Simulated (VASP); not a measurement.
# CaO (Fm-3m) in VASP: a series of runs

The runs below take CaO through phonons, with r2SCAN.

Program: VASP 6.6.1. These are calculated values, not measurements. Logs are shortened: lines on timing, memory, paths and dates and some standing lists are left out, and cuts for length are marked.

## (1) The cell of the first run

It takes space group Fm-3m (No. 225, cubic). Conventional cell: a = 4.633 Å, b = 4.633 Å, c = 4.633 Å, α = 90.00°, β = 90.00°, γ = 90.00°. Ca (site symmetry m-3m) has 6 O at 2.32 Å within 3.1 Å. O (site symmetry m-3m) has 6 Ca at 2.32 Å within 3.1 Å.

## (2) Phonons, r2SCAN

The input, INCAR:

```
SYSTEM = CaO
  PREC = Accurate
  ENCUT = 520
  EDIFF = 1E-8
  ISMEAR = 0
  SIGMA = 0.01
  LREAL = .False.
  LASPH = .True.
  NELM = 100
  ALGO = Normal
  ISIF = 2
  LWAVE = .False.
  LCHARG = .True.
  METAGGA = R2SCAN
  LMIXTAU = .True.
  NBANDS = 15
  IBRION = 6
  NFREE = 2
  POTIM = 0.015
  NSW = 1
```

The input, KPOINTS:

```
Automatic mesh
0
Gamma
  8 8 8
  0 0 0
```

The input, POSCAR:

```
CaO
1.0
    2.3165967475      2.3165967475      0.0000000000
   -2.3165967475      2.3165967475      0.0000000000
    0.0000000000      2.3165967475      2.3165967475
Ca O
1 1
Direct
    0.0000000000      0.0000000000      0.0000000000
    0.5000000000      0.5000000000      0.0000000000
```

Potentials or basis: VASP PAW PBE potentials, release 64 (Ca_sv, O).

Run with:

```
$ cat potpaw_PBE.64/Ca_sv/POTCAR potpaw_PBE.64/O/POTCAR > POTCAR
$ mpirun -np 1 vasp_std > vasp.out
```

OUTCAR:

```text
SYSTEM = CaO
   PREC = Accurate
   ENCUT = 520
   EDIFF = 1E-8
   ISMEAR = 0
   LREAL = .False.
   LASPH = .True.
   NELM = 100
   ISIF = 2
   METAGGA = R2SCAN
   IBRION = 6
   NFREE = 2
   POTIM = 0.015
   NSW = 1

 ion  position               nearest neighbor table
   1  0.000  0.000  0.000-   2 2.32   2 2.32   2 2.32   2 2.32   2 2.32   2 2.32
   2  0.500  0.500  0.000-   1 2.32   1 2.32   1 2.32   1 2.32   1 2.32   1 2.32

  LATTYP: Found a face centered cubic cell.
 ALAT       =     4.6331934950

  Lattice vectors:

 A1 = (   0.0000000000,   2.3165967475,   2.3165967475)
 A2 = (   2.3165967475,   0.0000000000,   2.3165967475)
 A3 = (   2.3165967475,   2.3165967475,   0.0000000000)

Analysis of symmetry for initial positions (statically):
=====================================================================
 Subroutine PRICEL returns:
 Original cell was already a primitive cell.

 Routine SETGRP: Setting up the symmetry group for a
 face centered cubic supercell.

 Subroutine GETGRP returns: Found 48 space group operations
 (whereof 48 operations were pure point group operations)
 out of a pool of 48 trial point group operations.

The static configuration has the point symmetry O_h .

Analysis of symmetry for dynamics (positions and initial velocities):
=====================================================================
 Subroutine PRICEL returns:
 Original cell was already a primitive cell.

 Routine SETGRP: Setting up the symmetry group for a
 face centered cubic supercell.

 Subroutine GETGRP returns: Found 48 space group operations
 (whereof 48 operations were pure point group operations)
 out of a pool of 48 trial point group operations.

The dynamic configuration has the point symmetry O_h .

 Subroutine INISYM returns: Found 48 space group operations
 (whereof 48 operations are pure point group operations),
 and found     1 'primitive' translations

----------------------------------------------------------------------------------------

                                     Primitive cell

[... 282 lines left out ...]

 number of electron      15.9999999 magnetization

 Free energy of the ion-electron system (eV)
  ---------------------------------------------------
  ext. energy  EPLUGINS =         0.00000000
  ---------------------------------------------------
  free energy    TOTEN  =       -19.31095765 eV

  energy without entropy =      -19.31095765  energy(sigma->0) =      -19.31095765

 E-fermi :   2.7580     XC(G=0): -11.6703

 val. band max:        2.6746756737   @ k =   0.0000   0.0000   0.0000
 cond. band min:       6.8028290953   @ k =   0.5000   0.5000   0.0000
 fundamental gap:      4.1281534217
 Fermi energy:         2.7579969043

 k-point     1 :       0.0000    0.0000    0.0000
  band No.  band energies     occupation
      1     -35.9428      2.00000
      2     -15.7362      2.00000
      3     -15.7355      2.00000
      4     -15.7355      2.00000
      5     -14.0116      2.00000
      6       2.6746      2.00000
      7       2.6747      2.00000
      8       2.6747      2.00000
      9       9.0957      0.00000
     10       9.7854      0.00000
     11       9.7866      0.00000
     12       9.7866      0.00000
     13      11.5816      0.00000
     14      11.5837      0.00000
[... 401 lines left out ...]
      2     -17.2193      2.00000
      3     -16.0755      2.00000
      4     -15.9131      2.00000
      5     -12.6050      2.00000
      6       0.4756      2.00000
      7       1.4468      2.00000
      8       1.4606      2.00000
      9      10.4958      0.00000
     10      10.5934      0.00000
     11      12.7911      0.00000
     12      13.2336      0.00000
     13      14.5734      0.00000
     14      16.5509      0.00000
     15      19.0985      0.00000

 [... further k-points ...]

------------------------ aborting loop because EDIFF is reached ----------------------------------------

  FORCE on cell =-STRESS in cart. coord.  units (eV):
  Direction    XX          YY          ZZ          XY          YZ          ZX
  --------------------------------------------------------------------------------------
  -------------------------------------------------------------------------------------
  Total        2.5994572      2.5897225      2.5897225      0.0000000      0.0000000      0.0000000
  in kB      167.4988894    166.8716257    166.8716257      0.0000000      0.0000000      0.0000000
  external PRESSURE =     167.0807136 kB  Pullay stress =       0.0000000 kB
[... 17 lines left out ...]
  FREE ENERGIE OF THE ION-ELECTRON SYSTEM (eV)
  ---------------------------------------------------
  free  energy   TOTEN  =       -19.3109576537 eV

  energy  without entropy=      -19.3109576537  energy(sigma->0) =      -19.31095765

 INTERNAL STRAIN TENSORS FROM DISPLACED ATOMS
 ============================================

 INTERNAL STRAIN TENSOR FOR ION    1 for displacements in x,y,z  (eV/Angst):
          X           Y           Z          XY          YZ          ZX
  --------------------------------------------------------------------------------
  x     0.00000     0.00000     0.00000     0.00000     0.00000     0.00000
  y     0.00000     0.00000     0.00000     0.00000     0.00000     0.00000
  z     0.00000     0.00000     0.00000     0.00000     0.00000     0.00000

 INTERNAL STRAIN TENSOR FOR ION    2 for displacements in x,y,z  (eV/Angst):
          X           Y           Z          XY          YZ          ZX
  --------------------------------------------------------------------------------
  x     0.00000     0.00000     0.00000     0.00000     0.00000     0.00000
  y     0.00000     0.00000     0.00000     0.00000     0.00000     0.00000
  z     0.00000     0.00000     0.00000     0.00000     0.00000     0.00000

 Eigenvectors and eigenvalues of the dynamical matrix
 ----------------------------------------------------

   1 f  =   11.151266 THz    70.065472 2PiTHz  371.966203 cm-1    46.117911 meV
             X         Y         Z           dx          dy          dz
      0.000000  0.000000  0.000000     0.534174   -0.000000    0.000000
      0.000000  2.316597  0.000000    -0.845375    0.000000    0.000000
[... 21 lines left out ...]
   6 f/i=    0.000306 THz     0.001925 2PiTHz    0.010221 cm-1     0.001267 meV
             X         Y         Z           dx          dy          dz
      0.000000  0.000000  0.000000     0.000000   -0.000000    0.845375
      0.000000  2.316597  0.000000     0.000000    0.000000    0.534174

 ELASTIC MODULI CONTR FROM IONIC RELAXATION (kBar)
 Direction    XX          YY          ZZ          XY          YZ          ZX
 --------------------------------------------------------------------------------
 XX           0.0000      0.0000      0.0000      0.0000      0.0000      0.0000
 YY           0.0000      0.0000      0.0000      0.0000      0.0000      0.0000
 ZZ           0.0000      0.0000      0.0000      0.0000      0.0000      0.0000
 XY           0.0000      0.0000      0.0000      0.0000      0.0000      0.0000
 YZ           0.0000      0.0000      0.0000      0.0000      0.0000      0.0000
 ZX           0.0000      0.0000      0.0000      0.0000      0.0000      0.0000
 --------------------------------------------------------------------------------
```

stdout:

```text
POSCAR found type information on POSCAR CaO
 POSCAR found :  2 types and       2 ions
 scaLAPACK will be used
 -----------------------------------------------------------------------------
|                                                                             |
|                                                                             |
|     You enforced a specific xc type in the INCAR file but a different       |
|     I HOPE YOU KNOW WHAT YOU ARE DOING!                                     |
|                                                                             |
 -----------------------------------------------------------------------------

 LDA part: xc-table for (None), standard interpolation
 POSCAR, INCAR and KPOINTS ok, starting setup
 FFT: planning ... GRIDC
 FFT: planning ... GRID_SOFT
 FFT: planning ... GRID
 WAVECAR not read
 entering main loop
 Found     2 degrees of freedom:
 Finite differences POTIM= 0.01500 DOF=   2
 bond charge predicted
 Finite differences progress:
 bond charge predicted
 Finite differences progress:
 bond charge predicted
 Finite differences progress:
 bond charge predicted
 Finite differences progress:
```

Wall time 1.9 min (1 thread of Intel Xeon 6975P-C (Granite Rapids), shared host); peak memory 0.17 GiB.

What came out:

* Highest phonon frequency at Γ, LO-TO splitting left out: 372 cm⁻¹

Phonon frequencies in cm⁻¹ (negative: imaginary):
```tsv
q point	frequencies
(0.000, 0.000, 0.000)	0 0 0 372 372 372
```

Caveat: the cell stands under pressure or tension, which shifts response properties; the PAW data sets were made with another functional, which shifts forces and pressure a little.

## (3) Phonons, r2SCAN

This run uses another cell than the first one, of 12.81 Å³/atom.

The input, INCAR:

```
SYSTEM = CaO
PREC = Accurate
ENCUT = 520
EDIFF = 1E-8
ISMEAR = 0
SIGMA = 0.01
LREAL = .FALSE.
LASPH = .TRUE.
NELM = 60
ALGO = Normal
ISIF = 2
LWAVE = .FALSE.
LCHARG = .FALSE.
METAGGA = R2SCAN
LMIXTAU = .TRUE.
NBANDS = 15
IBRION = 6
NFREE = 2
POTIM = 0.015
NSW = 1
```

The input, KPOINTS:

```
regular mesh
0
G
  8 8 8
  0 0 0
```

The input, POSCAR:

```
CaO
1.0
    2.3397942004      2.3397942004      0.0000000000
   -2.3397942004      2.3397942004      0.0000000000
    0.0000000000      2.3397942004      2.3397942004
Ca O
1 1
Direct
    0.0000000000      0.0000000000      0.0000000000
    0.5000000000      0.5000000000      0.0000000000
```

Potentials or basis: VASP PAW PBE potentials, release 64 (Ca_sv, O).

Run with:

```
$ cat potpaw_PBE.64/Ca_sv/POTCAR potpaw_PBE.64/O/POTCAR > POTCAR
$ mpirun -np 1 vasp_std > vasp.out
```

OUTCAR:

```text
SYSTEM = CaO
   PREC = Accurate
   ENCUT = 520
   EDIFF = 1E-8
   ISMEAR = 0
   LREAL = .FALSE.
   LASPH = .TRUE.
   NELM = 60
   ISIF = 2
   METAGGA = R2SCAN
   IBRION = 6
   NFREE = 2
   POTIM = 0.015
   NSW = 1

 ion  position               nearest neighbor table
   1  0.000  0.000  0.000-   2 2.34   2 2.34   2 2.34   2 2.34   2 2.34   2 2.34
   2  0.500  0.500  0.000-   1 2.34   1 2.34   1 2.34   1 2.34   1 2.34   1 2.34

  LATTYP: Found a face centered cubic cell.
 ALAT       =     4.6795884008
[... 816 lines left out ...]
  x     0.00000     0.00000     0.00000     0.00000     0.00000     0.00000
  y     0.00000     0.00000     0.00000     0.00000     0.00000     0.00000
  z     0.00000     0.00000     0.00000     0.00000     0.00000     0.00000

 INTERNAL STRAIN TENSOR FOR ION    2 for displacements in x,y,z  (eV/Angst):
          X           Y           Z          XY          YZ          ZX
  --------------------------------------------------------------------------------
  x     0.00000     0.00000     0.00000     0.00000     0.00000     0.00000
  y     0.00000     0.00000     0.00000     0.00000     0.00000     0.00000
  z     0.00000     0.00000     0.00000     0.00000     0.00000     0.00000

 Eigenvectors and eigenvalues of the dynamical matrix
 ----------------------------------------------------

   1 f  =   10.512053 THz    66.049177 2PiTHz  350.644344 cm-1    43.474338 meV
             X         Y         Z           dx          dy          dz
      0.000000  0.000000  0.000000     0.000000   -0.486912   -0.219901
      0.000000  2.339794  0.000000     0.000000    0.770394    0.347928
[... 21 lines left out ...]
   6 f/i=    0.001427 THz     0.008968 2PiTHz    0.047611 cm-1     0.005903 meV
             X         Y         Z           dx          dy          dz
      0.000000  0.000000  0.000000     0.295871   -0.761434    0.217343
      0.000000  2.339794  0.000000     0.187000   -0.481249    0.137368

 ELASTIC MODULI CONTR FROM IONIC RELAXATION (kBar)
 Direction    XX          YY          ZZ          XY          YZ          ZX
 --------------------------------------------------------------------------------
 XX           0.0000      0.0000      0.0000      0.0000      0.0000      0.0000
 YY           0.0000      0.0000      0.0000      0.0000      0.0000      0.0000
 ZZ           0.0000      0.0000      0.0000      0.0000      0.0000      0.0000
 XY           0.0000      0.0000      0.0000      0.0000      0.0000      0.0000
 YZ           0.0000      0.0000      0.0000      0.0000      0.0000      0.0000
 ZX           0.0000      0.0000      0.0000      0.0000      0.0000      0.0000
 --------------------------------------------------------------------------------
```

Run time: 4.6 min. Hardware: 1 thread of Intel Xeon 6975P-C (Granite Rapids), shared host; peak memory 0.19 GiB.

Results:

```
Highest phonon frequency at Γ, LO-TO splitting left out : 351 cm⁻¹
```

Phonon frequencies in cm⁻¹ (negative: imaginary):
```tsv
q point	frequencies
(0.000, 0.000, 0.000)	0 0 0 351 351 351
```

Caveat: the cell stands under pressure or tension, which shifts response properties; the PAW data sets were made with another functional, which shifts forces and pressure a little.
